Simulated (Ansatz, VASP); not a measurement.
# One calculation of CuRu2, two programs

```
CELL_PARAMETERS angstrom
0.00000 2.80210 2.80210
2.80210 0.00000 2.80210
2.80210 2.80210 0.00000
ATOMIC_POSITIONS crystal
Cu 0.00000 0.00000 0.00000
Ru 0.25000 0.25000 0.25000
Ru 0.75000 0.75000 0.75000
```

Alike in both runs: functional r2SCAN; k mesh 14 × 14 × 14; occupations gaussian, width 0.1 eV; no spin polarisation.

Ansatz relaxed the structure, and its values are those at the end. VASP's run is a single point on that final structure, the one shown.

|  | VASP | Ansatz |
| --- | --- | --- |
| version | VASP 6.6.1 | Ansatz 0.2.0 |
| potentials or method | VASP PAW PBE potentials, release 64 (Cu, Ru_pv), cutoff 520 eV | scalar-relativistic, plane waves, PAW |
| valence electrons in the cell | 39 | 51 |

Ansatz gave:

```
gap on the k mesh at the Fermi level (eV) : none
pressure (GPa)                            : 0.0
```

Which values does VASP return?

gap on the k mesh at the Fermi level (eV): none; pressure (GPa): 0.8.

VASP's potentials were made for PBE, not for r2SCAN. A gap of «none» marks a metal or a gap that the smearing closes. VASP's potentials hold 39 valence electrons a cell and Ansatz's 51, so a difference there can come from the potentials and not from the codes.
